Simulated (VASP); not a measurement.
# Si (P6mm) in VASP: further runs

Runs on Si. Level: PBE. Tasks: single point.

All numbers are computed with VASP 6.6.1; they aren't measurements. Logs are shortened: lines on timing, memory, paths and dates and some standing lists are left out, and cuts for length are marked.

## 1. The cell of the first run

It takes space group P6mm (No. 183, hexagonal). The conventional cell has a = 5.284 Å, b = 5.284 Å, c = 4.994 Å, α = 90.00°, β = 90.00°, γ = 120.00°. Si (site symmetry 6mm) has 8 Si at 2.42 to 2.64 Å within 3.2 Å. Within 3.2 Å of Si (site symmetry 6mm) lie 8 Si at 2.42 to 2.64 Å. Within 3.3 Å of Si (site symmetry 2mm) lie 8 Si at 2.50 to 2.64 Å. Si (site symmetry 2mm) has 8 Si at 2.50 to 2.64 Å within 3.3 Å.

## 2. Single point, PBE (atom 1 (Si) moved +0.075 Å towards its neighbour atom 2 (Si) at 2.497 Å)

Input file INCAR:

```
ALGO = Normal
EDIFF = 1E-7
ENCUT = 520
GGA = PE
ISIF = 2
ISMEAR = 0
LASPH = T
LCHARG = F
LREAL = F
LWAVE = F
NBANDS = 26
NELM = 60
PREC = Accurate
SIGMA = 0.15
```

Input file KPOINTS:

```
k-points
0
Gamma
  12 12 12
```

Input file POSCAR:

```
Si
1.0
    0.0000000000      0.0000000000      4.9938171177
    5.2842308228      0.0000000000      0.0000000000
   -2.6421154115      4.5762781320      0.0000000000
Si
8
Direct
   -0.0150185716      0.0000000000      0.0000000000
    0.5000000000      0.0000000000      0.0000000000
    0.0000000000      0.0000000000      0.5000000000
    0.5000000000      0.0000000000      0.5000000000
    0.0000000000      0.5000000000      0.0000000000
    0.5000000000      0.5000000000      0.0000000000
    0.0000000000      0.5000000000      0.5000000000
    0.5000000000      0.5000000000      0.5000000000
```

Potentials or basis: VASP PAW PBE potentials, release 64 (Si).

Started as:

```
cat potpaw_PBE.64/Si/POTCAR > POTCAR
mpirun -np 1 vasp_std > vasp.out
```

OUTCAR:

```text
EDIFF = 1E-7
   ENCUT = 520
   GGA = PE
   ISIF = 2
   ISMEAR = 0
   LASPH = T
   LREAL = F
   NELM = 60
   PREC = Accurate

 ion  position               nearest neighbor table
   1  0.985  0.000  0.000-   2 2.42   2 2.57   7 2.64   7 2.64   5 2.64   5 2.64   3 2.64   3 2.64

   2  0.500  0.000  0.000-   1 2.42   1 2.57   8 2.64   8 2.64   6 2.64   6 2.64   4 2.64   4 2.64

   3  0.000  0.000  0.500-   4 2.50   4 2.50   5 2.64   5 2.64   7 2.64   7 2.64   1 2.64   1 2.64

   4  0.500  0.000  0.500-   3 2.50   3 2.50   6 2.64   6 2.64   8 2.64   8 2.64   2 2.64   2 2.64

   5  0.000  0.500  0.000-   6 2.50   6 2.50   3 2.64   3 2.64   7 2.64   7 2.64   1 2.64   1 2.64

   6  0.500  0.500  0.000-   5 2.50   5 2.50   4 2.64   4 2.64   2 2.64   2 2.64   8 2.64   8 2.64

   7  0.000  0.500  0.500-   8 2.50   8 2.50   3 2.64   3 2.64   5 2.64   5 2.64   1 2.64   1 2.64

   8  0.500  0.500  0.500-   7 2.50   7 2.50   2 2.64   2 2.64   4 2.64   4 2.64   6 2.64   6 2.64

  LATTYP: Found a hexagonal cell.
 ALAT       =     5.2842308228
 C/A-ratio  =     0.9450414422

  Lattice vectors:

 A1 = (   5.2842308228,   0.0000000000,   0.0000000000)
 A2 = (  -2.6421154115,   4.5762781320,   0.0000000000)
 A3 = (   0.0000000000,   0.0000000000,   4.9938171177)

Analysis of symmetry for initial positions (statically):
=====================================================================
 Subroutine PRICEL returns:
 Original cell was already a primitive cell.

 Routine SETGRP: Setting up the symmetry group for a
 hexagonal supercell.

 Subroutine GETGRP returns: Found 12 space group operations
 (whereof 12 operations were pure point group operations)
 out of a pool of 24 trial point group operations.

The static configuration has the point symmetry C_6v.

Analysis of symmetry for dynamics (positions and initial velocities):
=====================================================================
 Subroutine PRICEL returns:
 Original cell was already a primitive cell.

 Routine SETGRP: Setting up the symmetry group for a
 hexagonal supercell.

 Subroutine GETGRP returns: Found 12 space group operations
 (whereof 12 operations were pure point group operations)
 out of a pool of 24 trial point group operations.

The dynamic configuration has the point symmetry C_6v.

 Subroutine INISYM returns: Found 12 space group operations
 (whereof 12 operations are pure point group operations),
 and found     1 'primitive' translations

----------------------------------------------------------------------------------------

                                     Primitive cell

  volume of cell :     120.7610

  direct lattice vectors                    reciprocal lattice vectors
     0.000000000  0.000000000  4.993817118     0.000000000  0.000000000  0.200247621
     5.284230823  0.000000000  0.000000000     0.189242301  0.109259093  0.000000000
    -2.642115411  4.576278132  0.000000000     0.000000000  0.218518187  0.000000000

  length of vectors
     4.993817118  5.284230823  5.284230823     0.200247621  0.218518187  0.218518187

  position of ions in fractional coordinates (direct lattice)
     0.984981428  0.000000000  0.000000000
     0.500000000  0.000000000  0.000000000
     0.000000000  0.000000000  0.500000000
     0.500000000  0.000000000  0.500000000
     0.000000000  0.500000000  0.000000000
     0.500000000  0.500000000  0.000000000
     0.000000000  0.500000000  0.500000000
     0.500000000  0.500000000  0.500000000

  ion indices of the primitive-cell ions
   primitive index   ion index
                 1           1
                 2           2
                 3           3
                 4           4
                 5           5
                 6           6
                 7           7
                 8           8

----------------------------------------------------------------------------------------

 KPOINTS: k-points

Automatic generation of k-mesh.
 Grid dimensions read from file:
 generate k-points for:   12   12   12

 Generating k-lattice:

  Cartesian coordinates                     Fractional coordinates (reciprocal lattice)
     0.000000000  0.000000000  0.016687302     0.083333333  0.000000000  0.000000000
     0.015770192  0.009104924  0.000000000     0.000000000  0.083333333  0.000000000
     0.000000000  0.018209849  0.000000000     0.000000000  0.000000000  0.083333333

  Length of vectors
     0.016687302  0.018209849  0.018209849

  Shift w.r.t. Gamma in fractional coordinates (k-lattice)
     0.000000000  0.000000000  0.000000000

 Subroutine IBZKPT returns following result:
 ===========================================

 Found    133 irreducible k-points:

 Following reciprocal coordinates:
            Coordinates               Weight
  0.000000  0.000000  0.000000      1.000000
  0.083333  0.000000  0.000000      2.000000
  0.166667  0.000000  0.000000      2.000000
  0.250000  0.000000  0.000000      2.000000
  0.333333  0.000000  0.000000      2.000000
  0.416667  0.000000  0.000000      2.000000
[... 16 lines left out ...]
  0.083333  0.250000  0.000000     12.000000
  0.166667  0.250000  0.000000     12.000000
 [... further k-points ...]
   k-points           NKPTS =    133   k-points in BZ     NKDIM =    133   number of bands    NBANDS=     26
   number of dos      NEDOS =    301   number of ions     NIONS =      8
   total plane-waves  NPLWV =  64000
   dimension x,y,z NGX =    40 NGY =   40 NGZ =   40
   dimension x,y,z NGXF=    80 NGYF=   80 NGZF=   80
   ions per type =               8
   NGX,Y,Z   is equivalent  to a cutoff of  13.32, 12.58, 12.58 a.u.
   NGXF,Y,Z  is equivalent  to a cutoff of  26.63, 25.17, 25.17 a.u.
 SYSTEM =  unknown system
   PREC   = accura    normal or accurate (medium, high low for compatibility)
   ISTART =      0    job   : 0-new  1-cont  2-samecut
   ICHARG =      2    charge: 1-file 2-atom 10-const
   ISPIN  =      1    spin polarized calculation?
   LNONCOLLINEAR =      F non collinear calculations
   LSORBIT =      F    spin-orbit coupling
   LASPH  =      T    aspherical Exc in radial PAW
   ENCUT  =  520.0 eV  38.22 Ry    6.18 a.u.   9.29  9.83  9.83*2*pi/ulx,y,z
   NELM   =     60;   NELMIN=  2; NELMDL= -5     # of ELM steps
   EDIFF  = 0.1E-06   stopping-criterion for ELM
   LREAL  =      F    real-space projection
   EDIFFG = 0.1E-05   stopping-criterion for IOM
   NSW    =      0    number of steps for IOM
   IBRION =     -1    ionic relax: 0-MD 1-quasi-New 2-CG
   NFREE  =      0    steps in history (QN), initial steepest desc. (CG)
   ISIF   =      2    stress and relaxation
   ISYM   =      2    0-nonsym 1-usesym 2-fastsym
   POTIM  = 0.5000    time-step for ionic-motion
   TEBEG  =    0.0;   TEEND  =   0.0 temperature during run
   PSTRESS=    0.0 pullay stress
   NELECT =      32.0000    total number of electrons
   NUPDOWN=      -1.0000    fix difference up-down
   EMIN   =  10.00;   EMAX   =-10.00  energy-range for DOS
   EFERMI =   0.00;   METHOD = LEGACY
   ISMEAR =     0;   SIGMA  =   0.15  broadening in eV -4-tet -1-fermi 0-gaus
   EFERMI_NEDOS =   21; number of points for ismear=-14 and -15
   IALGO  =     38    algorithm
   IMIX   =      4    mixing-type and parameters
     AMIX     =   0.40;   BMIX     =  1.00
     AMIX_MAG =   1.60;   BMIX_MAG =  1.00
  volume/ion in A,a.u.               =      15.10       101.87
  Fermi-wavevector in a.u.,A,eV,Ry     =   1.051516  1.987077 15.043770  1.105686
  Thomas-Fermi vector in A             =   2.186562
   LORBIT       =      0    0 simple, 1 ext, 2 COOP (PROOUT), +10 PAW based schemes
   GGA     = PE    functional components
   LHFCALC =     F    Hartree Fock is set to
   AEXX    =    0.0000 exact exchange contribution
   IVDW    =     0    specifies the selected vdW correction
   LEPSILON=     F    determine dielectric tensor
   LRPA    =     F    only Hartree local field effects (RPA)
 non-spin polarized calculation
 Gauss-broadening in eV      SIGMA  =   0.15
  energy-cutoff  :      520.00
  volume of cell :      120.76
 maximum number of plane-waves:      3282
 NGX is ok and might be reduce to    40
   NGX = 19   NGY = 19   NGZ = 19

 number of electron      31.9999998 magnetization

 Free energy of the ion-electron system (eV)
  ---------------------------------------------------
  ext. energy  EPLUGINS =         0.00000000
  ---------------------------------------------------
  free energy    TOTEN  =       -40.92632795 eV

  energy without entropy =      -40.89110192  energy(sigma->0) =      -40.90871493

 E-fermi :   9.3486     XC(G=0): -10.9523

 val. band max:        9.3450232339   @ k =   0.1667   0.2500   0.0833
 cond. band min:       9.3528760973   @ k =   0.3333   0.3333   0.1667
 fundamental gap:      0.0078528634
 Fermi energy:         9.3485726040

 k-point     1 :       0.0000    0.0000    0.0000
  band No.  band energies     occupation
      1      -4.5649      2.00000
      2       0.1474      2.00000
      3       1.7455      2.00000
      4       1.7924      2.00000
      5       1.7924      2.00000
      6       2.3308      2.00000
[... 18 lines left out ...]
     25      15.8481      0.00000
     26      15.8489      0.00000

 k-point     2 :       0.0833    0.0000    0.0000
  band No.  band energies     occupation
      1      -4.5254      2.00000
      2      -0.1681      2.00000
      3       1.8032      2.00000
      4       1.8319      2.00000
      5       1.8319      2.00000
      6       2.7001      2.00000
[... 18 lines left out ...]
     25      15.3593      0.00000
[... 608 lines left out ...]
     25      14.8089      0.00000
     26      15.0071      0.00000

 k-point    24 :       0.1667    0.2500    0.0000
  band No.  band energies     occupation
      1      -3.9760      2.00000
      2      -0.5800      2.00000
      3      -0.3616      2.00000
      4       1.0757      2.00000
      5       1.0808      2.00000
      6       2.9861      2.00000
[... 18 lines left out ...]
     25      14.6768      0.00000
     26      14.6772      0.00000

 [... further k-points ...]

------------------------ aborting loop because EDIFF is reached ----------------------------------------

  FORCE on cell =-STRESS in cart. coord.  units (eV):
  Direction    XX          YY          ZZ          XY          YZ          ZX
  --------------------------------------------------------------------------------------
  -------------------------------------------------------------------------------------
  Total        0.4745955      0.4745955     -0.7866762     -0.0000000      0.0000000      0.0000000
  in kB        6.2966179      6.2966179    -10.4370978     -0.0000000      0.0000000      0.0000000
  external PRESSURE =       0.7187127 kB  Pullay stress =       0.0000000 kB

 VOLUME and BASIS-vectors are now :
 -----------------------------------------------------------------------------
  energy-cutoff  :      520.00
  volume of cell :      120.76
      direct lattice vectors                 reciprocal lattice vectors
     0.000000000  0.000000000  4.993817118     0.000000000  0.000000000  0.200247621
     5.284230823  0.000000000  0.000000000     0.189242301  0.109259093  0.000000000
    -2.642115411  4.576278132  0.000000000     0.000000000  0.218518187  0.000000000

 POSITION                                       TOTAL-FORCE (eV/Angst)
 -----------------------------------------------------------------------------------
      0.00000      0.00000      4.91882        -0.000000      0.000000      0.465894
      0.00000      0.00000      2.49691         0.000000     -0.000000     -0.353189
     -1.32106      2.28814      0.00000         0.000000     -0.000000      0.001562
     -1.32106      2.28814      2.49691         0.000000     -0.000000     -0.039130
      2.64212      0.00000      0.00000         0.000000     -0.000000      0.001562
      2.64212      0.00000      2.49691         0.000000     -0.000000     -0.039130
      1.32106      2.28814      0.00000         0.000000     -0.000000      0.001562
      1.32106      2.28814      2.49691         0.000000     -0.000000     -0.039130
 -----------------------------------------------------------------------------------
    total drift:                               -0.000000      0.000000      0.000013

  FREE ENERGIE OF THE ION-ELECTRON SYSTEM (eV)
  ---------------------------------------------------
  free  energy   TOTEN  =       -40.9263279460 eV

  energy  without entropy=      -40.8911019158  energy(sigma->0) =      -40.90871493
```

Wall time 6.6 min (1 thread of Intel Xeon 8259CL, shared host); peak memory 0.42 GiB.

What came out:

```yaml
Free_energy: -40.9263 eV
Pressure: 0.1 GPa
Largest_force: 0.466 eV/Å
Band_gap_on_the_k_mesh: zero (bands 16 and 17 overlap by 3.56 eV)
```

Forces in eV/Å, atoms in the order of the input:
```
Si   0.000  0.000  0.466
Si   0.000  0.000 -0.353
Si   0.000  0.000  0.002
Si   0.000  0.000 -0.039
Si   0.000  0.000  0.002
Si   0.000  0.000 -0.039
Si   0.000  0.000  0.002
Si   0.000  0.000 -0.039
```

Levels at points of the mesh, in eV from the Fermi level:
| k point | band 13 | band 14 | band 15 | band 16 | band 17 | band 18 | band 19 | band 20 |
| --- | --- | --- | --- | --- | --- | --- | --- | --- |
| (0.00, 0.00, 0.00) | -2.09 | -2.08 | -2.08 | -2.03 | -2.03 | -2.02 | 1.55 | 1.55 |
| (0.50, 0.00, 0.00) | -5.31 | -5.31 | -1.24 | -1.12 | 3.72 | 3.95 | 3.95 | 3.98 |
| (0.00, 0.50, 0.00) | -2.50 | -2.44 | -1.72 | -1.72 | 0.95 | 0.96 | 1.84 | 1.84 |
| (0.50, 0.50, 0.00) | -0.55 | -0.51 | -0.44 | -0.42 | -0.12 | -0.01 | 0.03 | 0.15 |

Caveat: the cell differs from its parent crystal (atom 1 (Si) moved +0.075 Å towards its neighbour atom 2 (Si) at 2.497 Å).

(Part 1 of 2 ends here.)
